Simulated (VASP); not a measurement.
Input of a VASP 6.6.1 run:

The input POSCAR:

```
Li2O
1.0
    2.3048835368      2.3048835368      0.0000000000
   -2.3048835368      2.3048835368      0.0000000000
    0.0000000000      2.3048835368      2.3048835368
Li O
2 1
Direct
    0.2500000000      0.7500000000      0.5000000000
    0.7500000000      0.2500000000      0.5000000000
    0.0000000000      0.0000000000      0.0000000000
```

INCAR.step1

```
ALGO = Normal ; EDIFF = 1E-5
ENCUT = 830 ; GGA = PE
GGA_COMPAT = False ; ISMEAR = 0
LASPH = True ; LCHARG = False
LREAL = False ; LWAVE = True
NBANDS = 13 ; NELM = 120
PREC = Accurate ; SIGMA = 0.01
```

INCAR.step2

```
ALGO = Normal ; EDIFF = 1E-6
ENCUT = 830 ; GGA_COMPAT = False
ISIF = 2 ; ISMEAR = 0
ISTART = 1 ; LASPH = True
LCHARG = False ; LMIXTAU = True
LREAL = False ; LWAVE = False
METAGGA = R2SCAN ; NBANDS = 13
NELM = 120 ; PREC = Accurate
SIGMA = 0.01
```

Contents of KPOINTS:

```
k-points
0
Gamma
  8 8 8
```

Potentials or basis: VASP PAW PBE potentials, release 64 (Li_sv, O).

Command:

```sh
$ cat potpaw_PBE.64/Li_sv/POTCAR potpaw_PBE.64/O/POTCAR > POTCAR
$ cp INCAR.step1 INCAR
$ mpirun -np 1 vasp_std > vasp.out
$ cp INCAR.step2 INCAR
$ mpirun -np 1 vasp_std > vasp.out
```

Q: What does it give for the pressure?

A: -2.0 GPa.

Q: What does it give for the band gap on the k mesh?

A: 5.68 eV (least direct gap 6.14 eV).

Caveat: the PAW data sets were made with another functional, which shifts forces and pressure a little. A k mesh can miss the band edges.
